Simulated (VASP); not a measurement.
Input of a VASP 6.6.1 run:

INCAR

```
ALGO = Normal
EDIFF = 1E-6
ENCUT = 700
GGA = PE
GGA_COMPAT = False
ISIF = 2
ISMEAR = 0
LASPH = True
LCHARG = False
LREAL = False
LWAVE = False
NBANDS = 22
NELM = 120
PREC = Accurate
SIGMA = 0.1
```

File KPOINTS:

```
k-points
0
Gamma
  12 12 12
```

POSCAR

```
ZnCu
1.0
    3.0292859000      0.0000000000      0.0000000000
    0.0000000000      3.0292859000      0.0000000000
    0.0000000000      0.0000000000      2.9409359000
Zn Cu
1 1
Direct
    0.5000000000      0.5000000000      0.5000000000
    0.0000000000      0.0000000000      0.0000000000
```

Potentials or basis: VASP PAW PBE potentials, release 64 (Zn, Cu_sv_GW).

The run is started by

```bash
$ cat potpaw_PBE.64/Zn/POTCAR potpaw_PBE.64/Cu_sv_GW/POTCAR > POTCAR
$ mpirun -np 1 vasp_std > vasp.out
```

Task: What does it give for the band gap on the k mesh?

Result: Zero (an odd number of electrons rules out a gap without spin polarisation).

Task: Estimate the pressure.

Result: -5.6 GPa.

Stress tensor (GPa, compression positive):
```
-5.70  0.00  0.00
 0.00 -5.70  0.00
 0.00  0.00 -5.40
```

Caveat: the cell differs from its parent crystal (strained); the cell stands under tension.
